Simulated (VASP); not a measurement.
# Os: single point with PBE

Crystal: Os.

```
Os
1.0
    -1.54589    1.54589    1.54589
     1.54589   -1.54589    1.54589
     1.54589    1.54589   -1.54589
Os
1
Direct
  0.00000 0.00000 0.00000
```

```
Program                : VASP 6.6.1
Task                   : single point
Functional             : PBE
Potentials or basis    : VASP PAW PBE potentials, release 64 (Os)
Cutoff                 : 600 eV
k mesh                 : 10 × 10 × 10
Occupations            : gaussian, width 0.05 eV
Spin                   : no spin polarisation
Dipole correction      : no
Further INCAR settings : ALGO = Normal; EDIFF = 1e-06; NBANDS = 10
```

```yaml
Pressure: 0.0 GPa
Band_gap_on_the_k_mesh: zero (band 4 reaches 11.26 eV, above the bottom of band 5 at 7.26 eV)
```

Levels at points of the mesh, in eV from the Fermi level:
| k point | band 2 | band 3 | band 4 | band 5 | band 6 | band 7 |
| --- | --- | --- | --- | --- | --- | --- |
| (0.00, 0.00, 0.00) | -3.25 | -3.25 | -3.25 | -0.07 | -0.07 | 16.21 |
| (0.50, 0.00, 0.00) | -5.25 | -0.21 | -0.20 | 0.54 | 3.13 | 8.72 |
| (0.50, 0.50, 0.50) | -7.11 | 2.33 | 2.33 | 2.33 | 7.78 | 7.78 |

Wall time 3.5 s on 1 thread of Intel(R) Xeon(R) 6975P-C (Granite Rapids) (shared host), peak memory 0.14 GiB.

Caveat: spin-orbit coupling is left out, which moves the levels of the heavy elements.
